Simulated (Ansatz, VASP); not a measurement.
ZrN: VASP beside Ansatz

```
Zr N
1.0
     0.00000    2.29733    2.29733
     2.29733    0.00000    2.29733
     2.29733    2.29733    0.00000
Zr N
1 1
Direct
  0.00000 0.00000 0.00000
  0.50000 0.50000 0.50000
```

Alike in both runs: functional PBE; k mesh 20 × 20 × 20; occupations gaussian, width 0.1 eV; no spin polarisation.

Ansatz relaxed the structure, and its values are those at the end. VASP's run is a single point on that final structure, the one shown.

```csv
,VASP,Ansatz
version,VASP 6.6.1,Ansatz 0.2.0
potentials or method,"VASP PAW PBE potentials, release 64 (Zr_sv, N), cutoff 600 eV","scalar-relativistic, plane waves, PAW"
valence electrons in the cell,17,17
```

VASP gave:

```
gap on the k mesh at the Fermi level (eV) : none
pressure (GPa)                            : 0.1
```

**Question.** What did Ansatz give for the same quantities?

**Answer.** gap on the k mesh at the Fermi level (eV): none; pressure (GPa): 0.0.

A gap of «none» marks a metal or a gap that the smearing closes.
